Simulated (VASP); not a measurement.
Write the native input for VASP 6.6.1 that does the following.

```yaml
Task: electric field gradients
Functional: PBE
Potentials_or_basis: VASP PAW PBE potentials, release 64 (In_d, Sb)
Cutoff: 520 eV
k_mesh: 10 × 10 × 10
Occupations: fermi-dirac, width 0.03 eV
Spin: no spin polarisation
Dipole_correction: no
Further_INCAR_settings: ALGO = Normal; EDIFF = 1e-08; NBANDS = 16
```

The structure of InSb lies in POSCAR:

```
InSb
1.0
    0.0000000000      3.3362730000      3.2391000000
    3.3362730000      0.0000000000      3.2391000000
    3.3362730000      3.3362730000      0.0000000000
In Sb
1 1
Direct
    0.0000000000      0.0000000000      0.0000000000
    0.7500000000      0.7500000000      0.7500000000
```

This cell differs from its parent crystal: equal xx and yy strain of +3 %.

The input as run:

INCAR

```
ALGO = Normal
EDIFF = 1E-8
ENCUT = 520
GGA = PE
ISIF = 2
ISMEAR = -1
LASPH = True
LCHARG = False
LEFG = True
LREAL = False
LWAVE = False
NBANDS = 16
NELM = 60
PREC = Accurate
SIGMA = 0.03
```

KPOINTS

```
k-points
0
Gamma
  10 10 10
```

Potentials or basis: VASP PAW PBE potentials, release 64 (In_d, Sb).

Launch:

```sh
$ cat potpaw_PBE.64/In_d/POTCAR potpaw_PBE.64/Sb/POTCAR > POTCAR
$ mpirun -np 1 vasp_std > vasp.out
```

Results of the run:

```
Pressure               : 0.5 GPa
Band gap on the k mesh : 0.13 eV, direct
```

Caveat: the cell differs from its parent crystal (equal xx and yy strain of +3 %); without QUAD_EFG the Cq values of the log hold for a quadrupole moment of 1 mb, not for the nuclei; spin-orbit coupling is left out, which moves the levels of the heavy elements.

Run time: 3 min on 1 thread of AMD EPYC 7R43 64-Core Processor (Zen 3), on a shared host, peak memory 0.25 GiB.
